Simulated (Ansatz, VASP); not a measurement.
**GaP in VASP and in Ansatz**

File INCAR:

```
SYSTEM = GaP
ALGO = Normal ; EDIFF = 1E-6
ENCUT = 520 ; GGA = PS
ISIF = 2 ; ISMEAR = 0
IVDW = 12 ; LASPH = .True.
LCHARG = .False. ; LREAL = .False.
LWAVE = .False. ; NBANDS = 16
NELM = 100 ; PREC = Accurate
SIGMA = 0.05
```

File KPOINTS:

```
k-points
0
Gamma
  8 8 8
  0 0 0
```

File POSCAR:

```
GaP
1.0
    0.0000000000      2.6956268586      2.6956268586
    2.6956268586      0.0000000000      2.6956268586
    2.6956268586      2.6956268586      0.0000000000
Ga P
1 1
Direct
    0.0000000000      0.0000000000      0.0000000000
    0.7500000000      0.7500000000      0.7500000000
```

Input for Ansatz:

```yaml
crystal:
  lattice:
    - [0.0, 2.6956268586, 2.6956268586]
    - [2.6956268586, 0.0, 2.6956268586]
    - [2.6956268586, 2.6956268586, 0.0]
  atoms:
    - { symbol: Ga, position: [0.0, 0.0, 0.0] }
    - { symbol: P, position: [0.75, 0.75, 0.75] }
basis:
  ecutwfc: 420
  ecutrho_ratio: 4
kpoints:
  mp_grid: { grid: [8, 8, 8] }
hamiltonian:
  xc: pbesol
  dispersion: d3bj
scf:
  occupations: { method: gaussian, width: 0.05 }
output:
  forces: true
  stress: true
  eigenvalues: true
```

Alike in both runs: task single point; functional PBEsol; dispersion D3(BJ); k mesh 8 × 8 × 8; occupations gaussian, width 0.05 eV; no spin polarisation.

```csv
,VASP,Ansatz
version,VASP 6.6.1,Ansatz 0.2.0
potentials or method,"VASP PAW PBE potentials, release 64 (Ga_d, P), cutoff 520 eV","scalar-relativistic, plane waves, PAW"
valence electrons in the cell,18,18
```

|  | VASP | Ansatz | Ansatz less VASP |
| --- | --- | --- | --- |
| gap on the k mesh at the Fermi level (eV) | 1.45 | 1.44 | -0.003 |
| least direct gap on the mesh (eV) | 2.02 | 2.01 | -0.008 |
| pressure (GPa) | -0.1 | 0.0 | +0.10 |

VASP's potentials were made for PBE, not for PBEsol.
